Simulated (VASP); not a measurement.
Wanted: the native input for a VASP 6.6.1 run.

```
Task                            : G0W0 quasiparticle levels
Functional                      : PBE
Potentials or basis             : VASP PAW PBE potentials, release 64 (Na_sv_GW, F_GW)
Cutoff                          : 500 eV
k mesh                          : 10 × 10 × 10
Occupations                     : gaussian, width 0.01 eV
Spin                            : no spin polarisation
Dipole correction               : no
GW scheme                       : G0W0
GW iterations                   : 1
Cutoff of the response function : 80
Frequency points                : 96
Empty bands                     : 39
Further INCAR settings          : ALGO = EVGW0; EDIFF = 1e-08; NBANDS = 47
```

Crystal: NaF.

```
CELL_PARAMETERS angstrom
0.00000 2.29724 2.29724
2.29724 0.00000 2.29724
2.29724 2.29724 0.00000
ATOMIC_POSITIONS crystal
Na 0.00000 0.00000 0.00000
F 0.50000 0.50000 0.50000
```

One way to write it, as run:

POSCAR

```
NaF
1.0
    0.0000000000      2.2972433049      2.2972433049
    2.2972433049      0.0000000000      2.2972433049
    2.2972433049      2.2972433049      0.0000000000
Na F
1 1
Direct
    0.0000000000      0.0000000000      0.0000000000
    0.5000000000      0.5000000000      0.5000000000
```

INCAR.step1

```
ALGO     = Normal         # electronic algorithm
EDIFF    = 1E-8           # SCF threshold, eV
ENCUT    = 500            # plane-wave cutoff, eV
GGA      = PE             # functional
ISMEAR   = 0              # smearing method
LASPH    = True           # aspherical terms in the spheres
LCHARG   = False          # write CHGCAR
LREAL    = False          # projectors in reciprocal space
LWAVE    = True           # write WAVECAR
NELM     = 60             # most SCF steps
PREC     = Accurate       # precision mode
SIGMA    = 0.01           # smearing width, eV
```

INCAR.step2

```
ALGO     = Exact          # electronic algorithm
EDIFF    = 1E-8           # SCF threshold, eV
ENCUT    = 500            # plane-wave cutoff, eV
GGA      = PE             # functional
ISMEAR   = 0              # smearing method
ISTART   = 1            
LASPH    = True           # aspherical terms in the spheres
LCHARG   = False          # write CHGCAR
LOPTICS  = True           # frequency-dependent dielectric function
LREAL    = False          # projectors in reciprocal space
LWAVE    = True           # write WAVECAR
NBANDS   = 47             # bands
NELM     = 1              # most SCF steps
PREC     = Accurate       # precision mode
SIGMA    = 0.01           # smearing width, eV
```

INCAR.step3

```
ALGO     = EVGW0          # electronic algorithm
EDIFF    = 1E-8           # SCF threshold, eV
ENCUT    = 500            # plane-wave cutoff, eV
ENCUTGW  = 80.0           # cutoff of the response function
GGA      = PE             # functional
ISMEAR   = 0              # smearing method
ISTART   = 1            
LASPH    = True           # aspherical terms in the spheres
LCHARG   = False          # write CHGCAR
LREAL    = False          # projectors in reciprocal space
LWAVE    = False          # write WAVECAR
NBANDS   = 47             # bands
NBANDSGW = 16           
NELMGW   = 1            
NOMEGA   = 96             # frequency points
OMEGAMAX = 30           
PREC     = Accurate       # precision mode
PRECFOCK = Fast         
SIGMA    = 0.01           # smearing width, eV
```

KPOINTS

```
k-points
0
Gamma
  10 10 10
```

Potentials or basis: VASP PAW PBE potentials, release 64 (Na_sv_GW, F_GW).

The run is started by

```console
$ cat potpaw_PBE.64/Na_sv_GW/POTCAR potpaw_PBE.64/F_GW/POTCAR > POTCAR
$ cp INCAR.step1 INCAR
$ mpirun -np 1 vasp_std > vasp.out
$ cp INCAR.step2 INCAR
$ mpirun -np 1 vasp_std > vasp.out
$ cp INCAR.step3 INCAR
$ mpirun -np 1 vasp_std > vasp.out
```

Results of the run:

```yaml
Quasiparticle_gap: 10.65 eV
Least_direct_quasiparticle_gap: 10.65 eV
Band_gap_of_the_starting_levels_on_the_mesh: 6.47 eV
Least_direct_gap_of_the_starting_levels_on_the_mesh: 6.47 eV
```

Caveat: bands, screening cutoff and mesh are small and nothing is extrapolated, so the quasiparticle values aren't converged.

Run time: 19 min on 1 thread of Intel(R) Xeon(R) 6975P-C (Granite Rapids), on a shared host, peak memory 1.4 GiB.
